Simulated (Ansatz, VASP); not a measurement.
# Two plane-wave programs on Sn

```
Sn
1.0
     0.00000    3.53244    3.27078
     3.53244    0.00000    3.27078
     3.53244    3.53244    0.00000
Sn
2
Direct
  0.50000 0.50000 0.50000
  0.75000 0.75000 0.75000
```

Change from the starting cell: strain +0.080 along x and y, +0.000 along z, atoms carried along.

Alike in both runs: task single point; functional PBEsol; k mesh 16 × 16 × 16; occupations gaussian, width 0.15 eV; no spin polarisation.

```csv
,VASP,Ansatz
version,VASP 6.6.1,Ansatz 0.2.0
potentials or method,"VASP PAW PBE potentials, release 64 (Sn_d), cutoff 520 eV","scalar-relativistic, plane waves, PAW"
valence electrons in the cell,28,28
```

VASP gave:

| Property | Result |
| --- | --- |
| gap on the k mesh at the Fermi level (eV) | none |
| pressure (GPa) | -4.5 |
| traceless stress, the component that is largest in VASP (GPa) | 1.26 |

**Question.** What did Ansatz give for the same quantities?

**Answer.** gap on the k mesh at the Fermi level (eV): none; pressure (GPa): -4.4; traceless stress, the component that is largest in VASP (GPa): 1.26.

VASP's potentials were made for PBE, not for PBEsol. A gap of «none» marks a metal or a gap that the smearing closes. With one functional, cell and mesh, what is left measures potentials, basis and numerics.
